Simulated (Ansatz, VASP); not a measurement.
# Two plane-wave programs on BAs

The input POSCAR:

```
BAs
1.0
    0.0000000000      2.3918676041      2.2961928999
    2.3918676041      0.0000000000      2.2961928999
    2.3918676041      2.3918676041      0.0000000000
B As
1 1
Direct
    0.0000000000      0.0000000000      0.0000000000
    0.2500000000      0.2500000000      0.2500000000
```

File INCAR.step1:

```
PREC     = Accurate       # precision mode
ENCUT    = 520            # plane-wave cutoff, eV
ISMEAR   = 0              # smearing method
SIGMA    = 0.01           # smearing width, eV
LREAL    = F              # projectors in reciprocal space
LASPH    = T              # aspherical terms in the spheres
NELM     = 80             # most SCF steps
NBANDS   = 11             # bands
GGA      = PE             # functional
ALGO     = Normal         # electronic algorithm
EDIFF    = 1E-4           # SCF threshold, eV
LWAVE    = T              # write WAVECAR
LCHARG   = F              # write CHGCAR
```

File INCAR.step2:

```
PREC     = Accurate       # precision mode
ENCUT    = 520            # plane-wave cutoff, eV
EDIFF    = 1E-6           # SCF threshold, eV
ISMEAR   = 0              # smearing method
SIGMA    = 0.01           # smearing width, eV
LREAL    = F              # projectors in reciprocal space
LASPH    = T              # aspherical terms in the spheres
NELM     = 80             # most SCF steps
ALGO     = Normal         # electronic algorithm
ISIF     = 2              # what is computed and relaxed
LWAVE    = F              # write WAVECAR
LCHARG   = F              # write CHGCAR
METAGGA  = R2SCAN         # meta-GGA
LMIXTAU  = T            
NBANDS   = 11             # bands
ISTART   = 1
```

Contents of KPOINTS:

```
regular mesh
0
Gamma
  10 10 10
```

Input for Ansatz:

```yaml
crystal:
  lattice:
    - [0.0, 2.3918676041, 2.2961928999]
    - [2.3918676041, 0.0, 2.2961928999]
    - [2.3918676041, 2.3918676041, 0.0]
  atoms:
    - { symbol: B, position: [0.0, 0.0, 0.0] }
    - { symbol: As, position: [0.25, 0.25, 0.25] }
kpoints:
  mp_grid: { grid: [10, 10, 10] }
  band_path:
    path:
      - [0.0, 0.0, 0.0]
      - [-0.5, -0.5, 0.0]
      - [-0.375, -0.375, 0.25]
      - [-0.375, 0.0, 0.375]
      - [0.0, 0.0, 0.5]
      - [-0.5, -0.25, 0.25]
      - [0.401042, 0.401042, 0.0]
    npoints: 1
hamiltonian:
  xc: r2scan
scf:
  occupations: { method: fixed }
  n_extra_bands: 4
output:
  forces: true
  stress: true
  eigenvalues: true
  write_density: true
  write_potential: true
  elf: true
  volumetric_format: npy
```

Change from the starting cell: uniaxial_z strain -4.0%.

Alike in both runs: task single point; functional r2SCAN; k mesh 10 × 10 × 10; no spin polarisation.

```csv
,VASP,Ansatz
version,VASP 6.6.1,Ansatz 0.2.0
potentials or method,"VASP PAW PBE potentials, release 64 (B, As)","plane waves, PAW"
plane-wave cutoff (eV),520,500
occupations,"gaussian, width 0.01 eV",fixed
valence electrons in the cell,8,18
```

|  | VASP | Ansatz | Ansatz less VASP |
| --- | --- | --- | --- |
| gap on the k mesh at the Fermi level (eV) | 0.68 | 0.68 | +0.002 |
| pressure (GPa) | 6.6 | 6.2 | -0.35 |
| traceless stress, the component that is largest in VASP (GPa) | 5.89 | 5.91 | +0.014 |

VASP's potentials were made for PBE, not for r2SCAN. VASP's potentials hold 8 valence electrons a cell and Ansatz's 18, so a difference there can come from the potentials and not from the codes.
